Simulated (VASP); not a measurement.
# InAs (F-43m) in VASP: further runs

InAs is run at these levels: PBE; tasks: vibrations by perturbation theory.

All numbers are computed with VASP 6.6.1; they aren't measurements. Logs are shortened: lines on timing, memory, paths and dates and some standing lists are left out, and cuts for length are marked.

## Step 1: The cell of the first run

Symmetry: F-43m, No. 216, cubic system. The conventional cell has a = 6.146 Å, b = 6.146 Å, c = 6.146 Å, α = 90.00°, β = 90.00°, γ = 90.00°. In (site symmetry -43m) has 4 As at 2.66 Å within 3.5 Å. Within 3.5 Å of As (site symmetry -43m) lie 4 In at 2.66 Å.

## Step 2: Vibrations by perturbation theory, PBE (29.02 Å³/atom)

INCAR reads:

```
  PREC = Accurate
  ENCUT = 520
  EDIFF = 1E-8
  ISMEAR = -1
  SIGMA = 0.15
  LREAL = False
  LASPH = True
  NELM = 100
  ALGO = Normal
  ISIF = 2
  LWAVE = False
  LCHARG = False
  GGA = PE
  IBRION = 8
  NSW = 1
```

KPOINTS reads:

```
Automatic mesh
0
Gamma
  12 12 12
```

POSCAR reads:

```
InAs
1.0
    0.0000000000      3.0730165542      3.0730165542
    3.0730165542      0.0000000000      3.0730165542
    3.0730165542      3.0730165542      0.0000000000
In As
1 1
Direct
    0.0000000000      0.0000000000      0.0000000000
    0.7500000000      0.7500000000      0.7500000000
```

Potentials or basis: VASP PAW PBE potentials, release 64 (In_d, As).

The run is started by

```
> cat potpaw_PBE.64/In_d/POTCAR potpaw_PBE.64/As/POTCAR > POTCAR
> mpirun -np 1 vasp_std > vasp.out
```

OUTCAR:

```text
PREC = Accurate
   ENCUT = 520
   EDIFF = 1E-8
   ISMEAR = -1
   LREAL = False
   LASPH = True
   NELM = 100
   ISIF = 2
   GGA = PE
   IBRION = 8
   NSW = 1

 ion  position               nearest neighbor table
   1  0.000  0.000  0.000-   2 2.66   2 2.66   2 2.66   2 2.66
   2  0.750  0.750  0.750-   1 2.66   1 2.66   1 2.66   1 2.66

  LATTYP: Found a face centered cubic cell.
 ALAT       =     6.1460331084

  Lattice vectors:

 A1 = (   0.0000000000,   3.0730165542,   3.0730165542)
 A2 = (   3.0730165542,   0.0000000000,   3.0730165542)
 A3 = (   3.0730165542,   3.0730165542,   0.0000000000)

Analysis of symmetry for initial positions (statically):
=====================================================================
 Subroutine PRICEL returns:
 Original cell was already a primitive cell.

 Routine SETGRP: Setting up the symmetry group for a
 face centered cubic supercell.

 Subroutine GETGRP returns: Found 24 space group operations
 (whereof 24 operations were pure point group operations)
 out of a pool of 48 trial point group operations.

The static configuration has the point symmetry T_d .

Analysis of symmetry for dynamics (positions and initial velocities):
=====================================================================
 Subroutine PRICEL returns:
 Original cell was already a primitive cell.

 Routine SETGRP: Setting up the symmetry group for a
 face centered cubic supercell.

 Subroutine GETGRP returns: Found 24 space group operations
 (whereof 24 operations were pure point group operations)
 out of a pool of 48 trial point group operations.

The dynamic configuration has the point symmetry T_d .

 Subroutine INISYM returns: Found 24 space group operations
 (whereof 24 operations are pure point group operations),
 and found     1 'primitive' translations

----------------------------------------------------------------------------------------

                                     Primitive cell

  volume of cell :      58.0396

  direct lattice vectors                    reciprocal lattice vectors
     0.000000000  3.073016554  3.073016554    -0.162706576  0.162706576  0.162706576
     3.073016554  0.000000000  3.073016554     0.162706576 -0.162706576  0.162706576
     3.073016554  3.073016554  0.000000000     0.162706576  0.162706576 -0.162706576

  length of vectors
     4.345901688  4.345901688  4.345901688     0.281816055  0.281816055  0.281816055

  position of ions in fractional coordinates (direct lattice)
     0.000000000  0.000000000  0.000000000
     0.750000000  0.750000000  0.750000000

  ion indices of the primitive-cell ions
   primitive index   ion index
                 1           1
                 2           2

----------------------------------------------------------------------------------------

 KPOINTS: Automatic mesh

Automatic generation of k-mesh.
 Grid dimensions read from file:
 generate k-points for:   12   12   12

 Generating k-lattice:

  Cartesian coordinates                     Fractional coordinates (reciprocal lattice)
    -0.013558881  0.013558881  0.013558881     0.083333333  0.000000000  0.000000000
     0.013558881 -0.013558881  0.013558881     0.000000000  0.083333333  0.000000000
     0.013558881  0.013558881 -0.013558881     0.000000000  0.000000000  0.083333333

  Length of vectors
     0.023484671  0.023484671  0.023484671

  Shift w.r.t. Gamma in fractional coordinates (k-lattice)
     0.000000000  0.000000000  0.000000000

 Subroutine IBZKPT returns following result:
 ===========================================

[... 82 lines left out ...]
   NGX = 17   NGY = 17   NGZ = 17

--------------------------------------- Ionic step        1  -------------------------------------------

 number of electron      18.0000004 magnetization

 Free energy of the ion-electron system (eV)
  ---------------------------------------------------
  ext. energy  EPLUGINS =         0.00000000
  ---------------------------------------------------
  free energy    TOTEN  =        -7.71683166 eV

  energy without entropy =       -7.71293697  energy(sigma->0) =       -7.71488431

 E-fermi :   4.3982     XC(G=0):  -8.8812

 val. band max:        4.0264583699   @ k =   0.0000   0.0000   0.0000
 cond. band min:       4.7040566405   @ k =   0.0833   0.0000   0.0000
 fundamental gap:      0.6775982706
 Fermi energy:         4.3982327951

 k-point     1 :       0.0000    0.0000    0.0000
  band No.  band energies     occupation
      1     -10.2718      2.00000
      2     -10.2718      2.00000
      3     -10.2718      2.00000
      4     -10.1650      2.00000
      5     -10.1650      2.00000
      6      -7.5311      2.00000
      7       3.5835      1.99129
      8       4.0265      1.84524
      9       4.0265      1.84524
     10       4.0265      1.84524
     11       7.9115      0.00000
     12       7.9115      0.00000
     13       7.9115      0.00000
[... 354 lines left out ...]
  band No.  band energies     occupation
      1     -10.3806      2.00000
      2     -10.2399      2.00000
      3     -10.2351      2.00000
      4     -10.1642      2.00000
      5     -10.1597      2.00000
      6      -6.0721      2.00000
      7      -1.3858      2.00000
      8       1.7764      2.00000
      9       2.8504      1.99993
     10       6.1317      0.00002
     11       8.3500      0.00000
     12       9.3666      0.00000
     13      10.7920      0.00000

 [... further k-points ...]

------------------------ aborting loop because EDIFF is reached ----------------------------------------

  FORCE on cell =-STRESS in cart. coord.  units (eV):
  Direction    XX          YY          ZZ          XY          YZ          ZX
  --------------------------------------------------------------------------------------
  -------------------------------------------------------------------------------------
  Total        0.3873623      0.3873623      0.3873623     -0.0000000      0.0000000      0.0000000
  in kB       10.6930890     10.6930890     10.6930890     -0.0000000      0.0000000      0.0000000
  external PRESSURE =      10.6930890 kB  Pullay stress =       0.0000000 kB

 VOLUME and BASIS-vectors are now :
 -----------------------------------------------------------------------------
  energy-cutoff  :      520.00
  volume of cell :       58.04
      direct lattice vectors                 reciprocal lattice vectors
     0.000000000  3.073016554  3.073016554    -0.162706576  0.162706576  0.162706576
     3.073016554  0.000000000  3.073016554     0.162706576 -0.162706576  0.162706576
     3.073016554  3.073016554  0.000000000     0.162706576  0.162706576 -0.162706576

 POSITION                                       TOTAL-FORCE (eV/Angst)
 -----------------------------------------------------------------------------------
      0.00000      0.00000      0.00000        -0.000000     -0.000000     -0.000000
      4.60952      4.60952      4.60952         0.000000      0.000000      0.000000
 -----------------------------------------------------------------------------------
    total drift:                                0.000000      0.000000      0.000000

  FREE ENERGIE OF THE ION-ELECTRON SYSTEM (eV)
  ---------------------------------------------------
  free  energy   TOTEN  =        -7.7168316568 eV

  energy  without entropy=       -7.7129369695  energy(sigma->0) =       -7.71488431

[... ionic steps 2 to 3 ...]

--------------------------------------- Ionic step        4  -------------------------------------------

------------------------ aborting loop because EDIFF is reached ----------------------------------------

[... ionic steps 5 to 6 ...]

--------------------------------------- Ionic step        7  -------------------------------------------

 Free energy of the ion-electron system (eV)
  ---------------------------------------------------
  ---------------------------------------------------
  free energy    TOTEN  =        -0.04538644 eV

  energy without entropy =       -0.04538644

------------------------ aborting loop because EDIFF is reached ----------------------------------------

 INTERNAL STRAIN TENSOR  FOR ION    2  DIRECTION 1   (eV/Angst):
 -----------------------------------------------------------------------------
    -0.00159  0.00000  0.00000
     0.00000  0.00213  6.90204
     0.00000  6.90204  0.00213

 INTERNAL STRAIN TENSOR FOR ION    2 for displacements in x,y,z  (eV/Angst):
          X           Y           Z          XY          YZ          ZX
  --------------------------------------------------------------------------------
  x     0.00000     0.00000     0.00000     0.00000     6.90204     0.00000
  y     0.00000     0.00000     0.00000     0.00000     0.00000     6.90204
  z     0.00000     0.00000     0.00000     6.90204     0.00000     0.00000

 SECOND DERIVATIVES (NOT SYMMETRIZED)
 ------------------------------------
               1X          1Y          1Z          2X          2Y          2Z
  1X    -7.030276    0.000000    0.000000    7.030276    0.000000    0.000000
  1Y     0.000000   -7.030276    0.000000    0.000000    7.030276    0.000000
  1Z     0.000000    0.000000   -7.030276    0.000000    0.000000    7.030276
  2X     6.994503    0.000000    0.000000   -6.994503    0.000000    0.000000
  2Y     0.000000    6.994503    0.000000    0.000000   -6.994503    0.000000
  2Z     0.000000    0.000000    6.994503    0.000000    0.000000   -6.994503

 Eigenvectors and eigenvalues of the dynamical matrix
 ----------------------------------------------------

   1 f  =    6.146613 THz    38.620308 2PiTHz  205.028937 cm-1    25.420337 meV
             X         Y         Z           dx          dy          dz
      0.000000  0.000000  0.000000     0.000000    0.629351    0.000000
      4.609525  4.609525  4.609525     0.000000   -0.777121    0.000000
[... 21 lines left out ...]
   6 f/i=    0.007668 THz     0.048178 2PiTHz    0.255770 cm-1     0.031711 meV
             X         Y         Z           dx          dy          dz
      0.000000  0.000000  0.000000     0.000000    0.000000    0.777121
      4.609525  4.609525  4.609525     0.000000    0.000000    0.629351

--------------------------------------------------------------------------------------------------------

 ELASTIC MODULI CONTR FROM IONIC RELAXATION (kBar)
 Direction    XX          YY          ZZ          XY          YZ          ZX
 --------------------------------------------------------------------------------
 XX          -0.0000     -0.0000     -0.0000     -0.0000     -0.0000     -0.0000
 YY          -0.0000     -0.0000     -0.0000     -0.0000     -0.0000     -0.0000
 ZZ          -0.0000     -0.0000     -0.0000     -0.0000     -0.0000     -0.0000
 XY          -0.0000     -0.0000     -0.0000   -185.0264      0.0000      0.0000
 YZ          -0.0000     -0.0000     -0.0000      0.0000   -185.0264      0.0000
 ZX          -0.0000     -0.0000     -0.0000      0.0000      0.0000   -185.0264
 --------------------------------------------------------------------------------
```

Wall time 3.8 min (1 thread of Intel Xeon 6975P-C (Granite Rapids), shared host); peak memory 0.58 GiB.

What came out:

| Item | Value |
| --- | --- |
| Highest phonon frequency at Γ, LO-TO splitting left out | 205 cm⁻¹ |

Phonon frequencies in cm⁻¹ (negative: imaginary):
| q point | frequencies |
| --- | --- |
| (0.000, 0.000, 0.000) | 0 0 0 205 205 205 |

Caveat: the cell stands under pressure or tension, which shifts response properties; spin-orbit coupling is left out, which moves the levels of the heavy elements.

[end of part 1 of 2]
